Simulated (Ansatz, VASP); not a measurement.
ZnF2: VASP beside Ansatz

```
Zn F
1.0
     4.69451    0.00000    0.00000
     0.00000    4.69451    0.00000
     0.00000    0.00000    3.14601
Zn F
2 4
Direct
  0.00000 0.00000 0.00000
  0.50000 0.50000 0.50000
  0.30274 0.30274 0.00000
  0.19726 0.80274 0.50000
  0.69726 0.69726 0.00000
  0.80274 0.19726 0.50000
```

Alike in both runs: task single point; functional PBE-based screened hybrid with a share of 0.3 of exact exchange and HFSCREEN = 0.20787; k mesh 4 × 4 × 4; occupations gaussian, width 0.05 eV; no spin polarisation.

```csv
,VASP,Ansatz
version,VASP 6.6.1,Ansatz 0.2.0
potentials or method,"VASP PAW PBE potentials, release 64 (Zn, F), cutoff 520 eV","scalar-relativistic, plane waves, PAW"
valence electrons in the cell,52,52
```

|  | VASP | Ansatz | Ansatz less VASP |
| --- | --- | --- | --- |
| gap on the k mesh at the Fermi level (eV) | 6.52 | 6.65 | +0.126 |
| least direct gap on the mesh (eV) | 6.52 | 6.66 | +0.145 |
| pressure (GPa) | 2.2 | 1.2 | -1.08 |
| traceless stress, the component that is largest in VASP (GPa) | -0.30 | -0.51 | -0.216 |
| rms of the force components (eV/Å) | 0.021 | 0.026 | +0.0053 |

VASP's potentials were made for PBE, not for PBE-based screened hybrid. Atom by atom the forces differ by 0.005 eV/Å (rms over components). Ansatz's warnings: stress exchange threshold loose, stress scf threshold loose.

The k mesh is coarse, so the values compare programs but aren't converged.
